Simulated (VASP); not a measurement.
# Pb (Fd-3m) in VASP: single point with PBEsol

Aim: the single point of Pb with PBEsol.

All numbers are computed with VASP 6.6.1; they aren't measurements. Logs are shortened: lines on timing, memory, paths and dates and some standing lists are left out, and cuts for length are marked.

**1. The cell of the first run**

The structure is cubic, space group Fd-3m (No. 227). Conventional cell: a = 6.878 Å, b = 6.878 Å, c = 6.878 Å, α = 90.00°, β = 90.00°, γ = 90.00°. Within 3.9 Å of Pb (site symmetry -43m) lie 4 Pb at 2.98 Å.

**2. Single point, PBEsol**

Input file INCAR:

```
SYSTEM = Pb
ALGO = Normal ; EDIFF = 1E-7
ENCUT = 520 ; GGA = PS
ISIF = 2 ; ISMEAR = 0
LASPH = .True. ; LCHARG = .False.
LREAL = .False. ; LWAVE = .False.
NBANDS = 21 ; NELM = 60
PREC = Accurate ; SIGMA = 0.15
```

Input file KPOINTS:

```
k-points
0
Gamma
  12 12 12
  0 0 0
```

Input file POSCAR:

```
Pb
1.0
    0.0000000000      3.4390000555      3.4390000555
    3.4390000555      0.0000000000      3.4390000555
    3.4390000555      3.4390000555      0.0000000000
Pb
2
Direct
    0.5000000000      0.5000000000      0.5000000000
    0.7500000000      0.7500000000      0.7500000000
```

Potentials or basis: VASP PAW PBE potentials, release 64 (Pb_d).

Launch:

```
$ cat potpaw_PBE.64/Pb_d/POTCAR > POTCAR
$ mpirun -np 1 vasp_std > vasp.out
```

OUTCAR:

```text
SYSTEM = Pb
   EDIFF = 1E-7
   ENCUT = 520
   GGA = PS
   ISIF = 2
   ISMEAR = 0
   LASPH = .True.
   LREAL = .False.
   NELM = 60
   PREC = Accurate

 ion  position               nearest neighbor table
   1  0.500  0.500  0.500-   2 2.98   2 2.98   2 2.98   2 2.98
   2  0.750  0.750  0.750-   1 2.98   1 2.98   1 2.98   1 2.98

  LATTYP: Found a face centered cubic cell.
 ALAT       =     6.8780001110

  Lattice vectors:

 A1 = (   0.0000000000,   3.4390000555,   3.4390000555)
 A2 = (   3.4390000555,   0.0000000000,   3.4390000555)
 A3 = (   3.4390000555,   3.4390000555,   0.0000000000)

Analysis of symmetry for initial positions (statically):
=====================================================================
 Subroutine PRICEL returns:
 Original cell was already a primitive cell.

 Routine SETGRP: Setting up the symmetry group for a
 face centered cubic supercell.

 Subroutine GETGRP returns: Found 48 space group operations
 (whereof 24 operations were pure point group operations)
 out of a pool of 48 trial point group operations.

The static configuration has the point symmetry T_d .
 The point group associated with its full space group is O_h .

Analysis of symmetry for dynamics (positions and initial velocities):
=====================================================================
 Subroutine PRICEL returns:
 Original cell was already a primitive cell.

 Routine SETGRP: Setting up the symmetry group for a
 face centered cubic supercell.

 Subroutine GETGRP returns: Found 48 space group operations
 (whereof 24 operations were pure point group operations)
 out of a pool of 48 trial point group operations.

The dynamic configuration has the point symmetry T_d .
 The point group associated with its full space group is O_h .

 Subroutine INISYM returns: Found 48 space group operations
 (whereof 24 operations are pure point group operations),
 and found     1 'primitive' translations

----------------------------------------------------------------------------------------

                                     Primitive cell

  volume of cell :      81.3442

  direct lattice vectors                    reciprocal lattice vectors
     0.000000000  3.439000056  3.439000056    -0.145391100  0.145391100  0.145391100
     3.439000056  0.000000000  3.439000056     0.145391100 -0.145391100  0.145391100
     3.439000056  3.439000056  0.000000000     0.145391100  0.145391100 -0.145391100

  length of vectors
     4.863480519  4.863480519  4.863480519     0.251824772  0.251824772  0.251824772

  position of ions in fractional coordinates (direct lattice)
     0.500000000  0.500000000  0.500000000
     0.750000000  0.750000000  0.750000000

  ion indices of the primitive-cell ions
   primitive index   ion index
                 1           1
                 2           2

----------------------------------------------------------------------------------------

 KPOINTS: k-points

Automatic generation of k-mesh.
 Grid dimensions read from file:
 generate k-points for:   12   12   12

 Generating k-lattice:

  Cartesian coordinates                     Fractional coordinates (reciprocal lattice)
    -0.012115925  0.012115925  0.012115925     0.083333333  0.000000000  0.000000000
     0.012115925 -0.012115925  0.012115925     0.000000000  0.083333333  0.000000000
     0.012115925  0.012115925 -0.012115925     0.000000000  0.000000000  0.083333333

  Length of vectors
     0.020985398  0.020985398  0.020985398

  Shift w.r.t. Gamma in fractional coordinates (k-lattice)
     0.000000000  0.000000000  0.000000000

 Subroutine IBZKPT returns following result:
 ===========================================

 Found     72 irreducible k-points:

 Following reciprocal coordinates:
            Coordinates               Weight
  0.000000  0.000000  0.000000      1.000000
  0.083333  0.000000  0.000000      8.000000
  0.166667  0.000000  0.000000      8.000000
  0.250000  0.000000  0.000000      8.000000
  0.333333  0.000000  0.000000      8.000000
  0.416667  0.000000  0.000000      8.000000
[... 16 lines left out ...]
  0.500000  0.166667  0.000000     24.000000
 -0.416667  0.166667  0.000000     24.000000
 [... further k-points ...]
   k-points           NKPTS =     72   k-points in BZ     NKDIM =     72   number of bands    NBANDS=     21
   number of dos      NEDOS =    301   number of ions     NIONS =      2
   total plane-waves  NPLWV =  46656
   dimension x,y,z NGX =    36 NGY =   36 NGZ =   36
   dimension x,y,z NGXF=    72 NGYF=   72 NGZF=   72
   ions per type =               2
   NGX,Y,Z   is equivalent  to a cutoff of  12.31, 12.31, 12.31 a.u.
   NGXF,Y,Z  is equivalent  to a cutoff of  24.61, 24.61, 24.61 a.u.
 SYSTEM =  Pb
   PREC   = accura    normal or accurate (medium, high low for compatibility)
   ISTART =      0    job   : 0-new  1-cont  2-samecut
   ICHARG =      2    charge: 1-file 2-atom 10-const
   ISPIN  =      1    spin polarized calculation?
   LNONCOLLINEAR =      F non collinear calculations
   LSORBIT =      F    spin-orbit coupling
   LASPH  =      T    aspherical Exc in radial PAW
   ENCUT  =  520.0 eV  38.22 Ry    6.18 a.u.   9.04  9.04  9.04*2*pi/ulx,y,z
   NELM   =     60;   NELMIN=  2; NELMDL= -5     # of ELM steps
   EDIFF  = 0.1E-06   stopping-criterion for ELM
   LREAL  =      F    real-space projection
   EDIFFG = 0.1E-05   stopping-criterion for IOM
   NSW    =      0    number of steps for IOM
   IBRION =     -1    ionic relax: 0-MD 1-quasi-New 2-CG
   NFREE  =      0    steps in history (QN), initial steepest desc. (CG)
   ISIF   =      2    stress and relaxation
   ISYM   =      2    0-nonsym 1-usesym 2-fastsym
   POTIM  = 0.5000    time-step for ionic-motion
   TEBEG  =    0.0;   TEEND  =   0.0 temperature during run
   PSTRESS=    0.0 pullay stress
   NELECT =      28.0000    total number of electrons
   NUPDOWN=      -1.0000    fix difference up-down
   EMIN   =  10.00;   EMAX   =-10.00  energy-range for DOS
   EFERMI =   0.00;   METHOD = LEGACY
   ISMEAR =     0;   SIGMA  =   0.15  broadening in eV -4-tet -1-fermi 0-gaus
   EFERMI_NEDOS =   21; number of points for ismear=-14 and -15
   IALGO  =     38    algorithm
   IMIX   =      4    mixing-type and parameters
     AMIX     =   0.40;   BMIX     =  1.00
     AMIX_MAG =   1.60;   BMIX_MAG =  1.00
  volume/ion in A,a.u.               =      40.67       274.47
  Fermi-wavevector in a.u.,A,eV,Ry     =   1.147322  2.168124 17.909999  1.316348
  Thomas-Fermi vector in A             =   2.284002
   LORBIT       =      0    0 simple, 1 ext, 2 COOP (PROOUT), +10 PAW based schemes
   GGA     = PS    functional components
   LHFCALC =     F    Hartree Fock is set to
   AEXX    =    0.0000 exact exchange contribution
   IVDW    =     0    specifies the selected vdW correction
   LEPSILON=     F    determine dielectric tensor
   LRPA    =     F    only Hartree local field effects (RPA)
 non-spin polarized calculation
 Gauss-broadening in eV      SIGMA  =   0.15
  energy-cutoff  :      520.00
  volume of cell :       81.34
 maximum number of plane-waves:      2209
   NGX = 19   NGY = 19   NGZ = 19

 number of electron      28.0000001 magnetization

 Free energy of the ion-electron system (eV)
  ---------------------------------------------------
  ext. energy  EPLUGINS =         0.00000000
  ---------------------------------------------------
  free energy    TOTEN  =        -7.34843893 eV

  energy without entropy =       -7.34129034  energy(sigma->0) =       -7.34486464

 E-fermi :   4.1364     XC(G=0):  -8.6188

 val. band max:        4.1323544335   @ k =  -0.4167   0.0833   0.0000
 cond. band min:       4.1518117714   @ k =   0.1667   0.0000   0.0000
 fundamental gap:      0.0194573379
 Fermi energy:         4.1363748858

 k-point     1 :       0.0000    0.0000    0.0000
  band No.  band energies     occupation
      1     -12.9668      2.00000
      2     -12.9668      2.00000
      3     -12.9668      2.00000
      4     -12.8885      2.00000
      5     -12.8885      2.00000
      6     -12.4559      2.00000
[... 13 lines left out ...]
     20      12.0970      0.00000
     21      12.0970      0.00000

 k-point     2 :       0.0833    0.0000    0.0000
  band No.  band energies     occupation
      1     -12.9748      2.00000
      2     -12.9748      2.00000
      3     -12.9652      2.00000
      4     -12.8775      2.00000
      5     -12.8775      2.00000
      6     -12.4710      2.00000
[... 13 lines left out ...]
     20      11.6624      0.00000
     21      11.6629      0.00000

 k-point     3 :       0.1667    0.0000    0.0000
  band No.  band energies     occupation
      1     -12.9896      2.00000
      2     -12.9896      2.00000
      3     -12.9607      2.00000
      4     -12.8547      2.00000
      5     -12.8547      2.00000
      6     -12.4930      2.00000
[... 13 lines left out ...]
     20      11.2954      0.00000
     21      11.2954      0.00000

 k-point     4 :       0.2500    0.0000    0.0000
  band No.  band energies     occupation
      1     -13.0022      2.00000
      2     -13.0022      2.00000
      3     -12.9544      2.00000
      4     -12.8322      2.00000
      5     -12.8322      2.00000
      6     -12.5115      2.00000
[... 13 lines left out ...]
     20      11.2550      0.00000
     21      11.2550      0.00000

 k-point     5 :       0.3333    0.0000    0.0000
  band No.  band energies     occupation
      1     -13.0102      2.00000
      2     -13.0102      2.00000
      3     -12.9478      2.00000
      4     -12.8158      2.00000
      5     -12.8158      2.00000
      6     -12.5237      2.00000
[... 13 lines left out ...]
     20      11.5851      0.00000
     21      11.5851      0.00000
[... 382 lines left out ...]
     20      11.3835      0.00000
     21      12.5270      0.00000

 k-point    22 :       0.4167    0.1667    0.0000
  band No.  band energies     occupation
      1     -13.0394      2.00000
      2     -13.0156      2.00000
      3     -12.9267      2.00000
      4     -12.7956      2.00000
      5     -12.7569      2.00000
      6     -12.6271      2.00000
[... 13 lines left out ...]
     20      12.0075      0.00000
     21      12.8378      0.00000

 k-point    23 :       0.5000    0.1667    0.0000
  band No.  band energies     occupation
      1     -13.0475      2.00000
      2     -13.0224      2.00000
      3     -12.9068      2.00000
      4     -12.7778      2.00000
      5     -12.7632      2.00000
      6     -12.6152      2.00000
[... 13 lines left out ...]
     20      11.9856      0.00000
     21      12.7408      0.00000

 k-point    24 :      -0.4167    0.1667    0.0000
  band No.  band energies     occupation
      1     -13.0482      2.00000
      2     -13.0269      2.00000
      3     -12.8966      2.00000
      4     -12.7806      2.00000
      5     -12.7652      2.00000
      6     -12.5904      2.00000
[... 13 lines left out ...]
     20      11.5093      0.00000
     21      11.9821      0.00000

 [... further k-points ...]
[... 5 lines left out ...]
  --------------------------------------------------------------------------------------
  -------------------------------------------------------------------------------------
  Total        0.1859856      0.1859856      0.1859856     -0.0000000      0.0000000     -0.0000000
  in kB        3.6632228      3.6632228      3.6632228     -0.0000000      0.0000000     -0.0000000
  external PRESSURE =       3.6632228 kB  Pullay stress =       0.0000000 kB

 VOLUME and BASIS-vectors are now :
 -----------------------------------------------------------------------------
  energy-cutoff  :      520.00
  volume of cell :       81.34
      direct lattice vectors                 reciprocal lattice vectors
     0.000000000  3.439000056  3.439000056    -0.145391100  0.145391100  0.145391100
     3.439000056  0.000000000  3.439000056     0.145391100 -0.145391100  0.145391100
     3.439000056  3.439000056  0.000000000     0.145391100  0.145391100 -0.145391100

 POSITION                                       TOTAL-FORCE (eV/Angst)
 -----------------------------------------------------------------------------------
      3.43900      3.43900      3.43900         0.000000      0.000000      0.000000
      5.15850      5.15850      5.15850        -0.000000     -0.000000     -0.000000
 -----------------------------------------------------------------------------------
    total drift:                                0.000000      0.000000      0.000000

  FREE ENERGIE OF THE ION-ELECTRON SYSTEM (eV)
  ---------------------------------------------------
  free  energy   TOTEN  =        -7.3484389307 eV

  energy  without entropy=       -7.3412903430  energy(sigma->0) =       -7.34486464
```

It took 2.3 min on 1 thread of AMD EPYC 7R43 (Zen 3), shared host; peak memory 0.22 GiB.

Results:

```
Free energy            : -7.3484 eV
Pressure               : 0.4 GPa
Band gap on the k mesh : zero (band 14 reaches 4.57 eV, above the bottom of band 15 at 3.42 eV)
```

Levels at points of the mesh, in eV from the Fermi level:
```csv
k point,band 11,band 12,band 13,band 14,band 15,band 16,band 17,band 18
"(0.00, 0.00, 0.00)",-11.13,-3.92,0.43,0.43,0.43,2.44,2.44,2.44
"(0.50, 0.00, 0.00)",-9.78,-7.09,-0.96,-0.72,-0.72,3.55,3.55,5.39
"(0.50, 0.50, 0.00)",-8.47,-8.47,-1.95,-1.95,0.85,0.85,7.21,7.21
```

Caveat: the PAW data sets were made with another functional, which shifts forces and pressure a little; spin-orbit coupling is left out, which moves the levels of the heavy elements.
